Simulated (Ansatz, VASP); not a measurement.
**InAs in VASP and in Ansatz**

POSCAR

```
InAs
1.0
    0.0000000000      3.0844748953      3.0844748953
    3.0844748953      0.0000000000      3.0844748953
    3.0844748953      3.0844748953      0.0000000000
In As
1 1
Direct
    0.0000000000      0.0000000000      0.0000000000
    0.2500000000      0.2500000000      0.2500000000
```

File INCAR.step1:

```
SYSTEM = InAs
PREC     = Accurate       ! precision mode
ENCUT    = 520            ! plane-wave cutoff, eV
ISMEAR   = 0              ! smearing method
SIGMA    = 0.01           ! smearing width, eV
LREAL    = .FALSE.        ! projectors in reciprocal space
LASPH    = .TRUE.         ! aspherical terms in the spheres
NELM     = 60             ! most SCF steps
NBANDS   = 16             ! bands
GGA      = PE             ! functional
ALGO     = Normal         ! electronic algorithm
EDIFF    = 1E-4           ! SCF threshold, eV
LWAVE    = .TRUE.         ! write WAVECAR
LCHARG   = .FALSE.        ! write CHGCAR
```

File INCAR.step2:

```
SYSTEM = InAs
PREC     = Accurate       ! precision mode
ENCUT    = 520            ! plane-wave cutoff, eV
EDIFF    = 1E-6           ! SCF threshold, eV
ISMEAR   = 0              ! smearing method
SIGMA    = 0.01           ! smearing width, eV
LREAL    = .FALSE.        ! projectors in reciprocal space
LASPH    = .TRUE.         ! aspherical terms in the spheres
NELM     = 60             ! most SCF steps
ALGO     = Normal         ! electronic algorithm
ISIF     = 2              ! what is computed and relaxed
LWAVE    = .FALSE.        ! write WAVECAR
LCHARG   = .FALSE.        ! write CHGCAR
METAGGA  = R2SCAN         ! meta-GGA
LMIXTAU  = .TRUE.       
NBANDS   = 16             ! bands
ISTART   = 1
```

The input KPOINTS:

```
Automatic mesh
0
G
  10 10 10
  0 0 0
```

Input for Ansatz:

```yaml
crystal:
  lattice:
    - [0.0, 3.0844748953, 3.0844748953]
    - [3.0844748953, 0.0, 3.0844748953]
    - [3.0844748953, 3.0844748953, 0.0]
  atoms:
    - { symbol: In, position: [0.0, 0.0, 0.0] }
    - { symbol: As, position: [0.25, 0.25, 0.25] }
basis:
  ecutwfc: 500
kpoints:
  mp_grid: { grid: [10, 10, 10] }
hamiltonian:
  xc: r2scan
scf:
  occupations: { method: gaussian, width: 0.01 }
output:
  forces: true
  stress: true
  eigenvalues: true
```

Alike in both runs: task single point; functional r2SCAN; k mesh 10 × 10 × 10; occupations gaussian, width 0.01 eV; no spin polarisation.

```csv
,VASP,Ansatz
version,VASP 6.6.1,Ansatz 0.2.0
potentials or method,"VASP PAW PBE potentials, release 64 (In_d, As), cutoff 520 eV","scalar-relativistic, plane waves, PAW"
valence electrons in the cell,18,28
```

```csv
,VASP,Ansatz,Ansatz less VASP
gap on the k mesh at the Fermi level (eV),none,none,-
pressure (GPa),-1.6,-1.6,+0.01
```

VASP's potentials were made for PBE, not for r2SCAN. A gap of «none» marks a metal or a gap that the smearing closes. The functional is the same, so the differences come from potentials, cutoffs and numerics. VASP's potentials hold 18 valence electrons a cell and Ansatz's 28, so a difference there can come from the potentials and not from the codes.
